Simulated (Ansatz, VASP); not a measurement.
Ta in VASP and in Ansatz

```
Ta
1.0
     2.93079    0.00000    0.00000
    -1.46539    2.53814    0.00000
     0.00000    0.00000   10.28820
Ta
4
Direct
  0.00000 0.00000 0.00000
  0.00000 0.00000 0.50000
  0.33333 0.66667 0.25000
  0.66667 0.33333 0.75000
```

Alike in both runs: task single point; functional LDA; k mesh 14 × 14 × 4; occupations fermi-dirac, width 0.1 eV; no spin polarisation.

```csv
,VASP,Ansatz
version,VASP 6.6.1,Ansatz 0.2.0
potentials or method,"VASP PAW LDA potentials, release 64 (Ta_pv), cutoff 520 eV","plane waves (420 eV) with PAW, scalar-relativistic"
valence electrons in the cell,44,52
```

Ansatz gave:

| Item | Value |
| --- | --- |
| pressure (GPa) | -13.9 |
| traceless stress, the component that is largest in VASP (GPa) | -0.06 |

Question: Which values does VASP return?

Answer: Pressure (GPa): -13.4; traceless stress, the component that is largest in VASP (GPa): 0.05.

Ansatz warns that its potentials were made for another functional, while VASP's fit it. LDA's correlation is that of Perdew and Zunger in VASP and of Perdew and Wang (1992) in Ansatz. VASP's potentials hold 44 valence electrons a cell and Ansatz's 52, so a difference there can come from the potentials and not from the codes.

Spin-orbit coupling is off throughout.
